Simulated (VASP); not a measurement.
## Sr: relaxation of cell and atoms with PBEsol

Crystal: Sr.

```
Sr
1.0
     0.00000    3.04235    3.04235
     3.04235    0.00000    3.04235
     3.04235    3.04235    0.00000
Sr
1
Direct
  0.00000 0.00000 0.00000
```

```
Program                : VASP 6.6.1
Task                   : relaxation of cell and atoms
Functional             : PBEsol
Potentials or basis    : VASP PAW PBE potentials, release 64 (Sr_sv)
Cutoff                 : 600 eV
k mesh                 : 8 × 8 × 8
Occupations            : fermi-dirac, width 0.05 eV
Spin                   : no spin polarisation
Target pressure        : 5 GPa
Dipole correction      : no
Further INCAR settings : ALGO = Normal; EDIFF = 1e-07; IBRION = 2; EDIFFG = -0.01; NSW = 80; ISIF = 3
```

```
Relaxed volume                                         : 40.10 Å³/atom
Relaxed cell                                           : a = 3.842 Å, b = 3.842 Å, c = 3.842 Å, α = 60.00°, β = 60.00°, γ = 60.00°
Space group after relaxing (to 0.05 Å)                 : Fm-3m (No. 225)
Energy change on relaxing (the enthalpy is what falls) : +139.7 meV/atom
Ionic steps                                            : 5
Pressure after relaxing                                : 5.0 GPa
Band gap on the k mesh                                 : 0.13 eV, indirect (least direct gap 0.55 eV)
```

Step by step:
| step | energy change (eV) | largest force (eV/Å) | pressure (GPa) | volume (Å³) |
| --- | --- | --- | --- | --- |
| 1 | 0.0000 | 0.0000 | -0.89 | 56.32 |
| 2 | 0.1110 | 0.0000 | 4.36 | 41.08 |
| 3 | 0.1362 | 0.0000 | 4.92 | 40.21 |
| 4 | 0.1452 | 0.0000 | 5.12 | 39.92 |
| 5 | 0.1397 | 0.0000 | 5.00 | 40.10 |

Final structure:
```
Sr
1.0
     0.00000    2.71661    2.71661
     2.71661    0.00000    2.71661
     2.71661    2.71661    0.00000
Sr
1
Direct
  0.00000 0.00000 0.00000
```

Levels at points of the mesh, in eV from the valence-band top:
```tsv
k point	band 3	band 4	band 5	band 6	band 7	band 8
(0.00, 0.00, 0.00)	-17.61	-17.61	-3.93	2.81	2.81	2.81
(0.50, 0.00, 0.00)	-17.68	-17.68	-1.18	0.86	2.58	2.58
(0.50, 0.50, 0.00)	-17.81	-17.81	-0.93	0.13	2.19	6.40
```

Run time: 36 s on 1 thread of Intel(R) Xeon(R) 6975P-C (Granite Rapids), on a shared host, peak memory 0.21 GiB.

Caveat: the cell is relaxed towards a set pressure, so the enthalpy falls and the energy may rise; the volume moved by over 15 % at a fixed basis, so the end points are rough; the PAW data sets were made with another functional, which shifts forces and pressure a little. A k mesh can miss the band edges.
